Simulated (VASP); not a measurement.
# SiNi2 (P1) in VASP: further runs, part 2 of 2

VASP 6.6.1. The steps go on from the part before.

## (3) Single point, PBE

The input, INCAR:

```
PREC = Accurate ; ENCUT = 520
EDIFF = 1E-7 ; ISMEAR = -1
SIGMA = 0.05 ; LREAL = Auto
LASPH = True ; NELM = 80
ALGO = Normal ; ISIF = 2
LWAVE = False ; LCHARG = False
GGA = PE ; NBANDS = 168
```

The input, KPOINTS:

```
Automatic mesh
0
Gamma
  3 3 2
  0 0 0.5
```

The input, POSCAR:

```
SiNi2
1.0
    5.9641014385     -3.4433755710      0.0000000000
   -5.9641014385     -3.4433755710      0.0000000000
    0.0000000000      0.0000000000    -10.1465877018
Si Ni
12 24
Direct
   -0.0132384507      0.3310350365      0.1227330839
    0.0186744153      0.3291615891      0.6181620052
    0.3390979100      0.0216785939      0.0973034511
    0.3164754323     -0.0126474071      0.6222626942
    0.6580529650      0.6433615649      0.1330054043
    0.6810362788      0.6738258046      0.6351580639
    0.3347725330      0.3240661423      0.3794817640
    0.3293760016      0.3369323788      0.8618438294
    0.6724162215      0.9843316071      0.3727291491
    0.6759657107      1.0020458453      0.8747307234
    0.0075499790      0.6607863534      0.3778943338
    0.0082846869      0.6619811474      0.8773610658
    0.6660024537      0.3328496694      0.5016156317
    0.6722525434      0.3359581291      1.0030934832
   -0.0195627544      0.9592438706      0.5073791457
   -0.0124041078      1.0055423611      1.0064728459
    0.3131545999      0.6245104713      0.5030682383
    0.3028898686      0.6610113764      0.9872650091
    0.3314525769      0.6631734607      0.2539827256
    0.3700439022      0.6948480692      0.7413069518
    0.6749908410      0.3089224529      0.2424075041
    0.6584005064      0.3301948210      0.7528311216
    1.0008139038      1.0153713356      0.2550741270
    1.0037434417      1.0055755702      0.7613607872
   -0.0022947272      0.3374771598      0.3784982807
   -0.0045616515      0.3209041408      0.8848906907
    0.3245677094     -0.0069395630      0.3561611161
    0.3583572695      0.0183271709      0.8742164618
    0.6642171513      0.6569582204      0.3848737245
    0.6558758525      0.6480835639      0.8695681011
    0.3318252353      0.3353535120      0.1166656254
    0.3421039688      0.3177038137      0.6360969017
    0.6604843173      0.9790632382      0.1240413070
    0.6512519594      0.9896779605      0.6046687990
    0.0062652042      0.6806665438      0.1223668524
   -0.0019858918      0.6563437896      0.6269164755
```

Potentials or basis: VASP PAW PBE potentials, release 64 (Si, Ni).

On the command line:

```bash
$ cat potpaw_PBE.64/Si/POTCAR potpaw_PBE.64/Ni/POTCAR > POTCAR
$ mpirun -np 1 vasp_std > vasp.out
```

OUTCAR:

```text
PREC = Accurate
   ENCUT = 520
   EDIFF = 1E-7
   ISMEAR = -1
   LREAL = Auto
   LASPH = True
   NELM = 80
   ISIF = 2
   GGA = PE

 ion  position               nearest neighbor table
   1  0.987  0.331  0.123-  33 2.34  35 2.34  31 2.36  21 2.40  26 2.42  14 2.50  16 2.54  25 2.60
                            23 2.60  18 2.62  19 2.69
   2  0.019  0.329  0.618-  32 2.28  36 2.33  17 2.34  25 2.44  34 2.44  24 2.62  15 2.67  26 2.71
[... 1751 lines left out ...]
  Total      -18.1297098    -15.6182158    -11.6290848      2.0214147     -0.5768786      0.0701791
  in kB      -69.6982718    -60.0430267    -44.7071202      7.7711729     -2.2177651      0.2697983
  external PRESSURE =     -58.1494729 kB  Pullay stress =       0.0000000 kB

 VOLUME and BASIS-vectors are now :
 -----------------------------------------------------------------------------
  energy-cutoff  :      520.00
  volume of cell :      416.75
      direct lattice vectors                 reciprocal lattice vectors
     5.964101439 -3.443375571  0.000000000     0.083834926 -0.145206350  0.000000000
    -5.964101439 -3.443375571  0.000000000    -0.083834926 -0.145206350  0.000000000
     0.000000000  0.000000000-10.146587702     0.000000000  0.000000000 -0.098555300

 POSITION                                       TOTAL-FORCE (eV/Angst)
 -----------------------------------------------------------------------------------
      3.91082     -4.53767     -1.24532         0.365667     -0.293872     -0.234047
     -1.85178     -1.19773     -6.27223        -0.393890      0.959750     -0.316078
      1.89312     -1.24229     -0.98730         1.005736      0.662851     -1.140827
     -4.00118     -4.48957     -6.31384         0.746566     -0.157504      0.210699
      0.08762     -4.48126     -1.34955        -0.195016     -0.828973     -0.116642
      0.04300     -4.66530     -6.44469        -0.237540      0.691688      0.214109
[... 28 lines left out ...]
     -4.02220     -2.36536     -1.24161        -0.005239     -0.000778     -0.491508
      2.03776     -5.69658     -6.36106         0.700622      0.289719     -0.593879
 -----------------------------------------------------------------------------------
    total drift:                               -0.001469      0.002971     -0.000664

  FREE ENERGIE OF THE ION-ELECTRON SYSTEM (eV)
  ---------------------------------------------------
  free  energy   TOTEN  =      -212.4197161767 eV

  energy  without entropy=     -212.2414129265  energy(sigma->0) =     -212.33056455
```

OSZICAR:

```text
N       E                     dE             d eps       ncg     rms          rms(c)
DAV:   1     0.248255567565E+04    0.24826E+04   -0.12019E+05  3024   0.219E+03
[... 25 lines left out ...]
DAV:  27    -0.212419736310E+03    0.85617E-05   -0.24200E-05  3384   0.507E-02    0.533E-02
DAV:  28    -0.212419722366E+03    0.13944E-04   -0.23954E-05  4576   0.413E-02    0.420E-02
DAV:  29    -0.212419718245E+03    0.41206E-05   -0.10737E-05  3856   0.310E-02    0.334E-02
DAV:  30    -0.212419715647E+03    0.25982E-05   -0.21356E-05  3544   0.312E-02    0.989E-03
DAV:  31    -0.212419715972E+03   -0.32492E-06   -0.42393E-06  3424   0.184E-02    0.584E-03
DAV:  32    -0.212419716167E+03   -0.19457E-06   -0.67261E-07  3008   0.830E-03    0.539E-03
DAV:  33    -0.212419716177E+03   -0.10037E-07   -0.16610E-07  1728   0.549E-03
   1 F= -.21241972E+03 E0= -.21233056E+03  d E =-.178303E+00
```

Run time: 66 min. Hardware: 1 thread of Oxide Virtual Turin-like, shared host; peak memory 0.72 GiB.

What came out:

| Quantity | Value |
| --- | --- |
| Free energy | -212.4197 eV |
| Pressure | -5.8 GPa |
| Largest force | 1.659 eV/Å |
| Band gap on the k mesh | zero (bands 144 and 145 overlap by 0.22 eV) |

Forces in eV/Å, atoms in the order of the input:
```
Si   0.366 -0.294 -0.234
Si  -0.394  0.960 -0.316
Si   1.006  0.663 -1.141
Si   0.747 -0.158  0.211
Si  -0.195 -0.829 -0.117
Si  -0.238  0.692  0.214
Si  -0.411  0.138  0.187
Si  -0.011  0.408 -0.714
Si  -1.012 -0.080  0.314
Si   0.406  0.733  0.086
Si  -0.762  0.089  0.116
Si  -0.688 -0.031  0.322
Ni  -0.024  0.205  0.339
Ni  -0.090 -0.225  0.231
Ni  -0.167 -1.070  0.303
Ni   0.729  0.174  0.235
Ni  -0.147 -0.716  0.219
Ni   0.641 -0.624 -0.720
Ni   0.408  0.104  0.405
Ni  -0.230  0.678 -0.571
Ni  -0.655 -0.169 -0.609
Ni   0.908 -0.575  0.222
Ni   0.064  0.141  0.128
Ni   0.140  0.288  0.655
Ni   0.903  0.757  0.109
Ni  -0.573 -0.467  0.611
Ni   0.502 -0.486 -0.308
Ni  -0.314  1.082  0.460
Ni   0.480  0.254  0.545
Ni  -0.118 -1.269 -0.617
Ni  -0.829  0.206 -0.175
Ni  -0.669 -0.348  0.615
Ni  -0.387  0.471  0.077
Ni  -0.082 -0.991  0.005
Ni  -0.005 -0.001 -0.492
Ni   0.701  0.290 -0.594
```

Levels at points of the mesh, in eV from the Fermi level:
```tsv
k point	band 139	band 140	band 141	band 142	band 143	band 144	band 145	band 146	band 147	band 148
(0.00, 0.00, 0.25)	-0.59	-0.57	-0.22	-0.20	-0.18	-0.16	0.16	0.20	0.23	0.25
```

Caveat: the cell stands under tension; the atoms stand as in a frame of molecular dynamics; forces of over 1 eV/Å act on the atoms, so gaps and moduli don't describe the material at rest.
